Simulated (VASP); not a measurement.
# Pb (Pm-3m) in VASP: notebook

The runs below take Pb through single point, with LDA.

Program: VASP 6.6.1. These are calculated values, not measurements. Logs are shortened: lines on timing, memory, paths and dates and some standing lists are left out, and cuts for length are marked.

## Step 1: The cell of the first run

Symmetry: Pm-3m, No. 221, cubic system. Conventional cell: a = 3.146 Å, b = 3.146 Å, c = 3.146 Å, α = 90.00°, β = 90.00°, γ = 90.00°. Pb (site symmetry m-3m) has 6 Pb at 3.15 Å within 4.1 Å.

## Step 2: Single point, LDA

File INCAR:

```
ALGO = Normal ; EDIFF = 1E-6
ENCUT = 520 ; GGA = CA
ISIF = 2 ; ISMEAR = -1
LASPH = True ; LCHARG = False
LREAL = False ; LWAVE = False
NBANDS = 13 ; NELM = 100
PREC = Accurate ; SIGMA = 0.05
```

File KPOINTS:

```
k-points
0
Gamma
  13 13 13
```

File POSCAR:

```
Pb
1.0
    3.1456108332      0.0000000000      0.0000000000
    0.0000000000      3.1456108332      0.0000000000
    0.0000000000      0.0000000000      3.1456108332
Pb
1
Direct
    0.0000000000      0.0000000000      0.0000000000
```

Potentials or basis: VASP PAW LDA potentials, release 64 (Pb_d).

On the command line:

```
cat potpaw_LDA.64/Pb_d/POTCAR > POTCAR
mpirun -np 1 vasp_std > vasp.out
```

OUTCAR:

```text
EDIFF = 1E-6
   ENCUT = 520
   GGA = CA
   ISIF = 2
   ISMEAR = -1
   LASPH = True
   LREAL = False
   NELM = 100
   PREC = Accurate

 ion  position               nearest neighbor table
   1  0.000  0.000  0.000-

  LATTYP: Found a simple cubic cell.
 ALAT       =     3.1456108332

  Lattice vectors:

 A1 = (   3.1456108332,   0.0000000000,   0.0000000000)
 A2 = (   0.0000000000,   3.1456108332,   0.0000000000)
 A3 = (   0.0000000000,   0.0000000000,   3.1456108332)

Analysis of symmetry for initial positions (statically):
=====================================================================
 Subroutine PRICEL returns:
 Original cell was already a primitive cell.

 Routine SETGRP: Setting up the symmetry group for a
 simple cubic supercell.

 Subroutine GETGRP returns: Found 48 space group operations
 (whereof 48 operations were pure point group operations)
 out of a pool of 48 trial point group operations.

The static configuration has the point symmetry O_h .

Analysis of symmetry for dynamics (positions and initial velocities):
=====================================================================
 Subroutine PRICEL returns:
 Original cell was already a primitive cell.

 Routine SETGRP: Setting up the symmetry group for a
 simple cubic supercell.

 Subroutine GETGRP returns: Found 48 space group operations
 (whereof 48 operations were pure point group operations)
 out of a pool of 48 trial point group operations.

The dynamic configuration has the point symmetry O_h .

 Subroutine INISYM returns: Found 48 space group operations
 (whereof 48 operations are pure point group operations),
 and found     1 'primitive' translations

----------------------------------------------------------------------------------------

                                     Primitive cell

  volume of cell :      31.1254

  direct lattice vectors                    reciprocal lattice vectors
     3.145610833  0.000000000  0.000000000     0.317903280  0.000000000  0.000000000
     0.000000000  3.145610833  0.000000000     0.000000000  0.317903280  0.000000000
     0.000000000  0.000000000  3.145610833     0.000000000  0.000000000  0.317903280

  length of vectors
     3.145610833  3.145610833  3.145610833     0.317903280  0.317903280  0.317903280

  position of ions in fractional coordinates (direct lattice)
     0.000000000  0.000000000  0.000000000

  ion indices of the primitive-cell ions
   primitive index   ion index
                 1           1

----------------------------------------------------------------------------------------

 KPOINTS: k-points

Automatic generation of k-mesh.
 Grid dimensions read from file:
 generate k-points for:   13   13   13

 Generating k-lattice:

  Cartesian coordinates                     Fractional coordinates (reciprocal lattice)
     0.024454098  0.000000000  0.000000000     0.076923077  0.000000000  0.000000000
     0.000000000  0.024454098  0.000000000     0.000000000  0.076923077  0.000000000
     0.000000000  0.000000000  0.024454098     0.000000000  0.000000000  0.076923077

  Length of vectors
     0.024454098  0.024454098  0.024454098

  Shift w.r.t. Gamma in fractional coordinates (k-lattice)
     0.000000000  0.000000000  0.000000000

 Subroutine IBZKPT returns following result:
 ===========================================

 Found     84 irreducible k-points:

 Following reciprocal coordinates:
            Coordinates               Weight
  0.000000  0.000000  0.000000      1.000000
  0.076923  0.000000  0.000000      6.000000
  0.153846  0.000000  0.000000      6.000000
  0.230769  0.000000  0.000000      6.000000
  0.307692  0.000000  0.000000      6.000000
  0.384615  0.000000  0.000000      6.000000
[... 16 lines left out ...]
  0.307692  0.307692  0.000000     12.000000
  0.384615  0.307692  0.000000     24.000000
 [... further k-points ...]
   k-points           NKPTS =     84   k-points in BZ     NKDIM =     84   number of bands    NBANDS=     13
   number of dos      NEDOS =    301   number of ions     NIONS =      1
   total plane-waves  NPLWV =  13824
   dimension x,y,z NGX =    24 NGY =   24 NGZ =   24
   dimension x,y,z NGXF=    48 NGYF=   48 NGZF=   48
   ions per type =               1
   NGX,Y,Z   is equivalent  to a cutoff of  12.68, 12.68, 12.68 a.u.
   NGXF,Y,Z  is equivalent  to a cutoff of  25.37, 25.37, 25.37 a.u.
 SYSTEM =  unknown system
   PREC   = accura    normal or accurate (medium, high low for compatibility)
   ISTART =      0    job   : 0-new  1-cont  2-samecut
   ICHARG =      2    charge: 1-file 2-atom 10-const
   ISPIN  =      1    spin polarized calculation?
   LNONCOLLINEAR =      F non collinear calculations
   LSORBIT =      F    spin-orbit coupling
   LASPH  =      T    aspherical Exc in radial PAW
   ENCUT  =  520.0 eV  38.22 Ry    6.18 a.u.   5.85  5.85  5.85*2*pi/ulx,y,z
   NELM   =    100;   NELMIN=  2; NELMDL= -5     # of ELM steps
   EDIFF  = 0.1E-05   stopping-criterion for ELM
   LREAL  =      F    real-space projection
   EDIFFG = 0.1E-04   stopping-criterion for IOM
   NSW    =      0    number of steps for IOM
   IBRION =     -1    ionic relax: 0-MD 1-quasi-New 2-CG
   NFREE  =      0    steps in history (QN), initial steepest desc. (CG)
   ISIF   =      2    stress and relaxation
   ISYM   =      2    0-nonsym 1-usesym 2-fastsym
   POTIM  = 0.5000    time-step for ionic-motion
   TEBEG  =    0.0;   TEEND  =   0.0 temperature during run
   PSTRESS=    0.0 pullay stress
   NELECT =      14.0000    total number of electrons
   NUPDOWN=      -1.0000    fix difference up-down
   EMIN   =  10.00;   EMAX   =-10.00  energy-range for DOS
   EFERMI =   0.00;   METHOD = LEGACY
   ISMEAR =    -1;   SIGMA  =   0.05  broadening in eV -4-tet -1-fermi 0-gaus
   EFERMI_NEDOS =   21; number of points for ismear=-14 and -15
   IALGO  =     38    algorithm
   IMIX   =      4    mixing-type and parameters
     AMIX     =   0.40;   BMIX     =  1.00
     AMIX_MAG =   1.60;   BMIX_MAG =  1.00
  volume/ion in A,a.u.               =      31.13       210.04
  Fermi-wavevector in a.u.,A,eV,Ry     =   1.254332  2.370344 21.406711  1.573349
  Thomas-Fermi vector in A             =   2.388142
   LORBIT       =      0    0 simple, 1 ext, 2 COOP (PROOUT), +10 PAW based schemes
   GGA     = CA    functional components
   LHFCALC =     F    Hartree Fock is set to
   AEXX    =    0.0000 exact exchange contribution
   IVDW    =     0    specifies the selected vdW correction
   LEPSILON=     F    determine dielectric tensor
   LRPA    =     F    only Hartree local field effects (RPA)
 non-spin polarized calculation
  energy-cutoff  :      520.00
  volume of cell :       31.13
 maximum number of plane-waves:       864
 NGX is ok and might be reduce to    24
   NGX = 11   NGY = 11   NGZ = 11

 number of electron      13.9999994 magnetization

 Free energy of the ion-electron system (eV)
  ---------------------------------------------------
  ext. energy  EPLUGINS =         0.00000000
  ---------------------------------------------------
  free energy    TOTEN  =        -4.08689134 eV

  energy without entropy =       -4.08236004  energy(sigma->0) =       -4.08462569

 E-fermi :   6.4964     XC(G=0): -10.2246

 val. band max:        6.4625600652   @ k =   0.4615   0.4615   0.3846
 cond. band min:       6.6013424137   @ k =   0.2308   0.0000   0.0000
 fundamental gap:      0.1387823485
 Fermi energy:         6.4963926547

 k-point     1 :       0.0000    0.0000    0.0000
  band No.  band energies     occupation
      1     -10.8067      2.00000
      2     -10.8067      2.00000
      3     -10.0768      2.00000
      4     -10.0768      2.00000
      5     -10.0768      2.00000
      6      -5.2418      2.00000
      7      11.6699      0.00000
      8      11.6699      0.00000
      9      11.6699      0.00000
     10      14.9533      0.00000
     11      16.2822      0.00000
     12      16.2822      0.00000
     13      24.8844      0.00000

 k-point     2 :       0.0769    0.0000    0.0000
  band No.  band energies     occupation
      1     -10.8043      2.00000
      2     -10.7760      2.00000
      3     -10.0883      2.00000
      4     -10.0883      2.00000
      5     -10.0758      2.00000
      6      -5.1514      2.00000
      7      10.5408      0.00000
      8      11.7770      0.00000
      9      11.7770      0.00000
     10      15.3308      0.00000
     11      16.3233      0.00000
     12      17.2128      0.00000
     13      24.3607      0.00000

 k-point     3 :       0.1538    0.0000    0.0000
  band No.  band energies     occupation
      1     -10.7979      2.00000
      2     -10.6920      2.00000
      3     -10.1202      2.00000
      4     -10.1202      2.00000
      5     -10.0731      2.00000
      6      -4.8799      2.00000
      7       8.5824      0.00000
      8      12.0882      0.00000
      9      12.0882      0.00000
     10      15.6254      0.00000
     11      16.4468      0.00000
     12      19.4144      0.00000
     13      23.2646      0.00000
[... 305 lines left out ...]
 k-point    23 :       0.3077    0.3077    0.0000
  band No.  band energies     occupation
      1     -10.6099      2.00000
      2     -10.3889      2.00000
      3     -10.1989      2.00000
      4     -10.1942      2.00000
      5     -10.1928      2.00000
      6      -2.4545      2.00000
      7       6.0500      1.99973
      8       6.2690      1.97906
      9      13.9998      0.00000
     10      14.7577      0.00000
     11      17.6192      0.00000
     12      20.9511      0.00000
     13      22.6537      0.00000

 k-point    24 :       0.3846    0.3077    0.0000
  band No.  band energies     occupation
      1     -10.5877      2.00000
      2     -10.4388      2.00000
      3     -10.2340      2.00000
      4     -10.1921      2.00000
      5     -10.0911      2.00000
      6      -1.7878      2.00000
      7       4.6139      2.00000
      8       6.7608      0.01005
      9      12.7753      0.00000
     10      15.4017      0.00000
     11      18.1119      0.00000
     12      20.3332      0.00000
     13      21.8835      0.00000

 [... further k-points ...]
[... 5 lines left out ...]
  --------------------------------------------------------------------------------------
  -------------------------------------------------------------------------------------
  Total        0.0193345      0.0193345      0.0193345      0.0000000     -0.0000000     -0.0000000
  in kB        0.9952394      0.9952394      0.9952394      0.0000000     -0.0000000     -0.0000000
  external PRESSURE =       0.9952394 kB  Pullay stress =       0.0000000 kB

 VOLUME and BASIS-vectors are now :
 -----------------------------------------------------------------------------
  energy-cutoff  :      520.00
  volume of cell :       31.13
      direct lattice vectors                 reciprocal lattice vectors
     3.145610833  0.000000000  0.000000000     0.317903280  0.000000000  0.000000000
     0.000000000  3.145610833  0.000000000     0.000000000  0.317903280  0.000000000
     0.000000000  0.000000000  3.145610833     0.000000000  0.000000000  0.317903280

 POSITION                                       TOTAL-FORCE (eV/Angst)
 -----------------------------------------------------------------------------------
      0.00000      0.00000      0.00000         0.000000      0.000000      0.000000
 -----------------------------------------------------------------------------------
    total drift:                                0.000000      0.000000      0.000000

  FREE ENERGIE OF THE ION-ELECTRON SYSTEM (eV)
  ---------------------------------------------------
  free  energy   TOTEN  =        -4.0868913441 eV

  energy  without entropy=       -4.0823600405  energy(sigma->0) =       -4.08462569
```

Wall time 5.5 s (1 thread of Intel Xeon 6975P-C (Granite Rapids), shared host); peak memory 0.15 GiB.

What came out:

| Item | Value |
| --- | --- |
| Free energy | -4.0869 eV |
| Pressure | 0.1 GPa |
| Band gap on the k mesh | zero (band 7 reaches 11.67 eV, above the bottom of band 8 at 4.60 eV) |

Caveat: spin-orbit coupling is left out, which moves the levels of the heavy elements.

## Step 3: Single point, LDA

File INCAR:

```
SYSTEM = Pb
PREC = Accurate ; ENCUT = 520
EDIFF = 1E-6 ; ISMEAR = -1
SIGMA = 0.05 ; LREAL = .FALSE.
LASPH = .TRUE. ; NELM = 100
ALGO = Normal ; ISIF = 2
LWAVE = .FALSE. ; LCHARG = .TRUE.
GGA = CA ; LELF = .TRUE.
LVHAR = .TRUE. ; NBANDS = 13
```

File KPOINTS:

```
Automatic mesh
0
G
  13 13 13
  0 0 0
```

POSCAR is that of step 2.

Potentials or basis: VASP PAW LDA potentials, release 64 (Pb_d).

On the command line:

```
cat potpaw_LDA.64/Pb_d/POTCAR > POTCAR
mpirun -np 1 vasp_std > vasp.out
```

OUTCAR:

```text
SYSTEM = Pb
   PREC = Accurate
   ENCUT = 520
   EDIFF = 1E-6
   ISMEAR = -1
   LREAL = .FALSE.
   LASPH = .TRUE.
   NELM = 100
   ISIF = 2
   GGA = CA

 ion  position               nearest neighbor table
   1  0.000  0.000  0.000-

  LATTYP: Found a simple cubic cell.
 ALAT       =     3.1456108332

  Lattice vectors:

 A1 = (   3.1456108332,   0.0000000000,   0.0000000000)
 A2 = (   0.0000000000,   3.1456108332,   0.0000000000)
 A3 = (   0.0000000000,   0.0000000000,   3.1456108332)

[... 553 lines left out ...]
      5     -10.0911      2.00000
      6      -1.7878      2.00000
      7       4.6139      2.00000
      8       6.7608      0.01005
      9      12.7753      0.00000
     10      15.4017      0.00000
     11      18.1119      0.00000
     12      20.3332      0.00000
     13      21.8835      0.00000

 [... further k-points ...]
[... 5 lines left out ...]
  --------------------------------------------------------------------------------------
  -------------------------------------------------------------------------------------
  Total        0.0193345      0.0193345      0.0193345      0.0000000     -0.0000000     -0.0000000
  in kB        0.9952394      0.9952394      0.9952394      0.0000000     -0.0000000     -0.0000000
  external PRESSURE =       0.9952394 kB  Pullay stress =       0.0000000 kB

 VOLUME and BASIS-vectors are now :
 -----------------------------------------------------------------------------
  energy-cutoff  :      520.00
  volume of cell :       31.13
      direct lattice vectors                 reciprocal lattice vectors
     3.145610833  0.000000000  0.000000000     0.317903280  0.000000000  0.000000000
     0.000000000  3.145610833  0.000000000     0.000000000  0.317903280  0.000000000
     0.000000000  0.000000000  3.145610833     0.000000000  0.000000000  0.317903280

 POSITION                                       TOTAL-FORCE (eV/Angst)
 -----------------------------------------------------------------------------------
      0.00000      0.00000      0.00000         0.000000      0.000000      0.000000
 -----------------------------------------------------------------------------------
    total drift:                                0.000000      0.000000      0.000000

  FREE ENERGIE OF THE ION-ELECTRON SYSTEM (eV)
  ---------------------------------------------------
  free  energy   TOTEN  =        -4.0868913441 eV

  energy  without entropy=       -4.0823600405  energy(sigma->0) =       -4.08462569
```

OSZICAR:

```text
N       E                     dE             d eps       ncg     rms          rms(c)
DAV:   1     0.108556263066E+03    0.10856E+03   -0.70594E+03  2227   0.124E+03
DAV:   2     0.134697591441E+01   -0.10721E+03   -0.10399E+03  2314   0.319E+02
DAV:   3    -0.396989757617E+01   -0.53169E+01   -0.52983E+01  2684   0.758E+01
DAV:   4    -0.409904705906E+01   -0.12915E+00   -0.12912E+00  2559   0.126E+01
DAV:   5    -0.410484713647E+01   -0.58001E-02   -0.57999E-02  2990   0.251E+00    0.816E-01
DAV:   6    -0.409102871362E+01    0.13818E-01   -0.17983E-02  2721   0.241E+00    0.418E-01
DAV:   7    -0.408715921809E+01    0.38695E-02   -0.78302E-03  2779   0.152E+00    0.110E-01
DAV:   8    -0.408689451671E+01    0.26470E-03   -0.57188E-04  2815   0.410E-01    0.102E-02
DAV:   9    -0.408689135583E+01    0.31609E-05   -0.18828E-05  2921   0.731E-02    0.541E-03
DAV:  10    -0.408689134410E+01    0.11735E-07   -0.87320E-07  1807   0.109E-02
   1 F= -.40868913E+01 E0= -.40846257E+01  d E =-.453130E-02
```

It took 5.8 s on 1 thread of Intel Xeon 6975P-C (Granite Rapids), shared host; peak memory 0.14 GiB.

What came out:

```
Free energy            : -4.0869 eV
Pressure               : 0.1 GPa
Band gap on the k mesh : zero (band 7 reaches 11.67 eV, above the bottom of band 8 at 4.60 eV)
```

Caveat: spin-orbit coupling is left out, which moves the levels of the heavy elements.
